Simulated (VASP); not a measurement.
# Si8S in VASP: relaxation of the atoms with PBE

Aim: the relaxation of the atoms of Si8S with PBE.

Program: VASP 6.6.1. These are calculated values, not measurements. Logs are shortened: lines on timing, memory, paths and dates and some standing lists are left out, and cuts for length are marked.

## (1) The cell of the first run

The cell holds a slab with vacuum, 9 atoms: a = 3.851 Å, b = 3.851 Å, c = 25.746 Å, α = 90.00°, β = 90.00°, γ = 120.00°.

## (2) Relaxation of the atoms, PBE, collinear spin

The input, INCAR:

```
PREC = Accurate ; ENCUT = 450
EDIFF = 1E-7 ; ISMEAR = 0
SIGMA = 0.05 ; LREAL = False
LASPH = True ; NELM = 200
ALGO = Normal ; ISIF = 2
LWAVE = False ; LCHARG = False
ISPIN = 2 ; MAGMOM = 0 0 0 0 0 0 0 0 2
LORBIT = 11 ; LDIPOL = True
IDIPOL = 3 ; DIPOL = 0.5 0.5 0.387
GGA = PE ; IBRION = 2
NSW = 36 ; EDIFFG = -0.025
GGA_COMPAT = False ; NELMIN = 4
NELMDL = -8 ; KPAR = 4
```

The input, KPOINTS:

```
Automatic mesh
0
Gamma
  9 9 1
```

The input, POSCAR:

```
Si8S
1.0
    3.8510821778      0.0000000000      0.0000000000
   -1.9255410889      3.3351349981      0.0000000000
    0.0000000000      0.0000000000     25.7458743948
Si S
8 1
Selective dynamics
Direct
    0.6666666667      0.3333333333      0.1553646980  F F F
    0.3333333333      0.6666666667      0.1864797875  F F F
    0.3333333333      0.6666666667      0.2789705447  F F F
    0.6666666667      0.3333333333      0.3100856343  F F F
    0.6666666667      0.3333333333      0.4023777094  F F F
    0.3333333333      0.6666666667      0.4328816174  F F F
    0.3333333333      0.6666666667      0.5270845181  F F F
    0.6666666667      0.3333333333      0.5533264933  F F F
    0.6666666667      0.3333333333      0.6372234302  F F T
```

Potentials or basis: VASP PAW PBE potentials, release 64 (Si, S).

Started as:

```
$ cat potpaw_PBE.64/Si/POTCAR potpaw_PBE.64/S/POTCAR > POTCAR
$ mpirun -np 4 vasp_std > vasp.out
```

OUTCAR:

```text
PREC = Accurate
   ENCUT = 450
   EDIFF = 1E-7
   ISMEAR = 0
   LREAL = False
   LASPH = True
   NELM = 200
   ISIF = 2
   ISPIN = 2
   LORBIT = 11
   GGA = PE
   IBRION = 2
   NSW = 36
   EDIFFG = -0.025
   NELMIN = 4
   NELMDL = -8

 ion  position               nearest neighbor table
   1  0.667  0.333  0.155-   2 2.36   2 2.36   2 2.36
   2  0.333  0.667  0.186-   1 2.36   1 2.36   1 2.36   3 2.38
   3  0.333  0.667  0.279-   4 2.36   4 2.36   4 2.36   2 2.38
   4  0.667  0.333  0.310-   3 2.36   3 2.36   3 2.36   5 2.38
   5  0.667  0.333  0.402-   6 2.36   6 2.36   6 2.36   4 2.38
   6  0.333  0.667  0.433-   5 2.36   5 2.36   5 2.36   7 2.43
   7  0.333  0.667  0.527-   8 2.32   8 2.32   8 2.32   6 2.43
   8  0.667  0.333  0.553-   9 2.16   7 2.32   7 2.32   7 2.32
   9  0.667  0.333  0.637-   8 2.16

  LATTYP: Found a hexagonal cell.
 ALAT       =     3.8510821778
 C/A-ratio  =     6.6853609469

  Lattice vectors:

 A1 = (   3.8510821778,   0.0000000000,   0.0000000000)
 A2 = (  -1.9255410889,   3.3351349981,   0.0000000000)
 A3 = (   0.0000000000,   0.0000000000,  25.7458743948)

Analysis of symmetry for initial positions (statically):
=====================================================================
 Subroutine PRICEL returns:
 Original cell was already a primitive cell.

 Routine SETGRP: Setting up the symmetry group for a
 hexagonal supercell.

 Subroutine GETGRP returns: Found  6 space group operations
 (whereof  6 operations were pure point group operations)
 out of a pool of 24 trial point group operations.

The static configuration has the point symmetry C_3v.

Analysis of symmetry for dynamics (positions and initial velocities):
=====================================================================
 Subroutine PRICEL returns:
 Original cell was already a primitive cell.

 Routine SETGRP: Setting up the symmetry group for a
 hexagonal supercell.

 Subroutine GETGRP returns: Found  6 space group operations
 (whereof  6 operations were pure point group operations)
 out of a pool of 24 trial point group operations.

The dynamic configuration has the point symmetry C_3v.

Analysis of constrained symmetry for selective dynamics:
=====================================================================
 Subroutine PRICEL returns:
 Original cell was already a primitive cell.

 Routine SETGRP: Setting up the symmetry group for a
 hexagonal supercell.

 Subroutine GETGRP returns: Found  6 space group operations
 (whereof  6 operations were pure point group operations)
 out of a pool of 24 trial point group operations.

The constrained configuration has the point symmetry C_3v.

Analysis of structural, dynamic, and magnetic symmetry:
=====================================================================
 Subroutine PRICEL returns:
 Original cell was already a primitive cell.

 Routine SETGRP: Setting up the symmetry group for a
 hexagonal supercell.

 Subroutine GETGRP returns: Found  6 space group operations
 (whereof  6 operations were pure point group operations)
 out of a pool of 24 trial point group operations.

The overall configuration has the point symmetry C_3v.

 Subroutine INISYM returns: Found  6 space group operations
 (whereof  6 operations are pure point group operations),
 and found     1 'primitive' translations

----------------------------------------------------------------------------------------

                                     Primitive cell

  volume of cell :     330.6769

  direct lattice vectors                    reciprocal lattice vectors
     3.851082178  0.000000000  0.000000000     0.259667271  0.149918969  0.000000000
    -1.925541089  3.335134998  0.000000000     0.000000000  0.299837938  0.000000000
     0.000000000  0.000000000 25.745874395     0.000000000  0.000000000  0.038841174

  length of vectors
     3.851082178  3.851082178 25.745874395     0.299837938  0.299837938  0.038841174

[... 74 lines left out ...]
   ICHARG =      2    charge: 1-file 2-atom 10-const
   ISPIN  =      2    spin polarized calculation?
   LNONCOLLINEAR =      F non collinear calculations
   LSORBIT =      F    spin-orbit coupling
   LASPH  =      T    aspherical Exc in radial PAW
   ENCUT  =  450.0 eV  33.07 Ry    5.75 a.u.   6.66  6.66 44.53*2*pi/ulx,y,z
   NELM   =    200;   NELMIN=  4; NELMDL= -8     # of ELM steps
   EDIFF  = 0.1E-06   stopping-criterion for ELM
   LREAL  =      F    real-space projection
   EDIFFG = -.3E-01   stopping-criterion for IOM
   NSW    =     36    number of steps for IOM
   IBRION =      2    ionic relax: 0-MD 1-quasi-New 2-CG
   NFREE  =      1    steps in history (QN), initial steepest desc. (CG)
   ISIF   =      2    stress and relaxation
   ISYM   =      2    0-nonsym 1-usesym 2-fastsym
   POTIM  = 0.5000    time-step for ionic-motion
   TEBEG  =    0.0;   TEEND  =   0.0 temperature during run
   PSTRESS=    0.0 pullay stress
   NELECT =      38.0000    total number of electrons
   NUPDOWN=      -1.0000    fix difference up-down
   EMIN   =  10.00;   EMAX   =-10.00  energy-range for DOS
   EFERMI =   0.00;   METHOD = LEGACY
   ISMEAR =     0;   SIGMA  =   0.05  broadening in eV -4-tet -1-fermi 0-gaus
   EFERMI_NEDOS =   21; number of points for ismear=-14 and -15
   IALGO  =     38    algorithm
   IMIX   =      4    mixing-type and parameters
     AMIX     =   0.40;   BMIX     =  1.00
     AMIX_MAG =   1.60;   BMIX_MAG =  1.00
  volume/ion in A,a.u.               =      36.74       247.95
  Fermi-wavevector in a.u.,A,eV,Ry     =   0.795918  1.504066  8.619083  0.633485
  Thomas-Fermi vector in A             =   1.902339
   LORBIT       =     11    0 simple, 1 ext, 2 COOP (PROOUT), +10 PAW based schemes
   GGA     = PE    functional components
   LHFCALC =     F    Hartree Fock is set to
   AEXX    =    0.0000 exact exchange contribution
   IVDW    =     0    specifies the selected vdW correction
   LEPSILON=     F    determine dielectric tensor
   LRPA    =     F    only Hartree local field effects (RPA)
 conjugate gradient relaxation of ions
 spin polarized calculation
 Gauss-broadening in eV      SIGMA  =   0.05
  energy-cutoff  :      450.00
  volume of cell :      330.68
 maximum number of plane-waves:      7241
 NGX is ok and might be reduce to    28
   NGX = 13   NGY = 13   NGZ = 89

 dipolmoment           0.000000      0.000000     -0.054600 electrons x Angstroem

--------------------------------------- Ionic step        1  -------------------------------------------

 number of electron      37.9999999 magnetization       0.1552342

 number of electron      37.9999999 magnetization      -0.2181160

 Free energy of the ion-electron system (eV)
  ---------------------------------------------------
  ext. energy  EPLUGINS =         0.00000000
  ---------------------------------------------------
  free energy    TOTEN  =       -45.57947613 eV

  energy without entropy =      -45.57733790  energy(sigma->0) =      -45.57840702

------------------------ aborting loop because EDIFF is reached ----------------------------------------

  FORCE on cell =-STRESS in cart. coord.  units (eV):
  Direction    XX          YY          ZZ          XY          YZ          ZX
  --------------------------------------------------------------------------------------
  -------------------------------------------------------------------------------------
  Total        0.2116840      0.2116840     -1.1308432      0.0000000      0.0000000      0.0000000
  in kB        1.0256398      1.0256398     -5.4790987      0.0000000      0.0000000      0.0000000
  external PRESSURE =      -1.1426064 kB  Pullay stress =       0.0000000 kB
[... 116 lines left out ...]
--------------------------------------- Ionic step        4  -------------------------------------------

 number of electron      38.0000000 magnetization      -0.5427936

 dipolmoment           0.000000      0.000000      0.124308 electrons x Angstroem

 Free energy of the ion-electron system (eV)
  ---------------------------------------------------
  ext. energy  EPLUGINS =         0.00000000
  ---------------------------------------------------
  free energy    TOTEN  =       -45.61439206 eV

  energy without entropy =      -45.61165491  energy(sigma->0) =      -45.61302349

 E-fermi :   0.4585     XC(G=0):  -5.7379

 val. band max:        0.4538060812   @ k =   0.0000   0.0000   0.0000
 cond. band min:       0.4858007531   @ k =   0.0000   0.0000   0.0000
 fundamental gap:      0.0319946719
 Fermi energy:         0.4585108350

 spin component 1

 k-point     1 :       0.0000    0.0000    0.0000
  band No.  band energies     occupation
      1     -12.2722      1.00000
      2     -11.1097      1.00000
      3     -10.5080      1.00000
      4      -9.7560      1.00000
      5      -9.1621      1.00000
      6      -5.5791      1.00000
[... 325 lines left out ...]
     24       3.8929      0.00000
     25       5.0080      0.00000
 Fermi energy:         0.4585108350

 spin component 2

 k-point     1 :       0.0000    0.0000    0.0000
  band No.  band energies     occupation
      1     -12.0729      1.00000
      2     -11.1794      1.00000
      3     -10.5805      1.00000
      4      -9.8208      1.00000
      5      -9.1499      1.00000
      6      -5.7104      1.00000
[... 325 lines left out ...]
     24       3.7384      0.00000
     25       4.8595      0.00000

------------------------ aborting loop because EDIFF is reached ----------------------------------------

 vacuum level on the upper side and lower side of the slab       (xc-potential included)         0.857        -0.904

  FORCE on cell =-STRESS in cart. coord.  units (eV):
  Direction    XX          YY          ZZ          XY          YZ          ZX
  --------------------------------------------------------------------------------------
  -------------------------------------------------------------------------------------
  Total        0.2415397      0.2415397      0.9839655      0.0000000      0.0000000      0.0000000
  in kB        1.1702949      1.1702949      4.7674548      0.0000000      0.0000000      0.0000000
  external PRESSURE =       2.3693482 kB  Pullay stress =       0.0000000 kB
[... 24 lines left out ...]
  FREE ENERGIE OF THE ION-ELECTRON SYSTEM (eV)
  ---------------------------------------------------
  free  energy   TOTEN  =       -45.6143920644 eV

  energy  without entropy=      -45.6116549094  energy(sigma->0) =      -45.61302349

 reached required accuracy - stopping structural energy minimisation

 vacuum level on the upper side and lower side of the slab         6.927         5.149

 total charge

# of ion       s       p       d       tot
------------------------------------------
    1        0.792   0.848   0.000   1.640
    2        0.755   0.913   0.000   1.669
    3        0.758   0.915   0.000   1.674
    4        0.754   0.925   0.000   1.679
    5        0.754   0.924   0.000   1.678
    6        0.754   0.925   0.000   1.678
    7        0.774   0.921   0.000   1.695
    8        0.745   0.943   0.000   1.688
    9        1.378   2.254   0.000   3.632
--------------------------------------------------
tot          7.463   9.569   0.000  17.032

 magnetization (x)

# of ion       s       p       d       tot
------------------------------------------
    1       -0.039  -0.188   0.000  -0.227
    2       -0.003  -0.018   0.000  -0.021
    3       -0.009  -0.038   0.000  -0.047
    4       -0.003  -0.013   0.000  -0.016
    5       -0.001  -0.007   0.000  -0.008
    6       -0.002  -0.006   0.000  -0.007
    7        0.002   0.016   0.000   0.018
    8       -0.001  -0.005   0.000  -0.007
    9        0.007   0.219   0.000   0.225
--------------------------------------------------
tot         -0.049  -0.040   0.000  -0.089
```

It took 9.9 min on 4 MPI ranks of Intel Xeon Platinum 8259CL at 2.50GHz (Skylake/Cascade Lake), shared host; peak memory 0.55 GiB.

What came out:

```yaml
Free_energy: -45.6144 eV
Energy_gained_by_relaxing: 3.9 meV/atom
Ionic_steps: 4
Net_moment: -0.54 μB per cell
Site_moments: Si -0.23, -0.02, -0.05, -0.01, +0.02 (each value once); S +0.23 μB
Valence_electrons_inside_the_program's_atomic_spheres: Si 1.64, 1.67, 1.68, 1.70, 1.69 (each value once); S 3.63
```

The path:
```
step  energy change (eV)  largest force on free atoms (eV/Å)  pressure (GPa)
   1              0.0000                              0.8558           -0.11
   2             -0.0259                              0.3933            0.08
   3             -0.0349                              0.0454            0.21
   4             -0.0349                              0.0186            0.24
```

Final structure:
```
Si S
1.0
     3.85108    0.00000    0.00000
    -1.92554    3.33514    0.00000
     0.00000    0.00000   25.74587
Si S
8 1
Direct
  0.66667 0.33333 0.15536
  0.33333 0.66667 0.18648
  0.33333 0.66667 0.27897
  0.66667 0.33333 0.31009
  0.66667 0.33333 0.40238
  0.33333 0.66667 0.43288
  0.33333 0.66667 0.52708
  0.66667 0.33333 0.55333
  0.66667 0.33333 0.63419
```

Caveat: a moment this small can come from the mesh or the smearing.
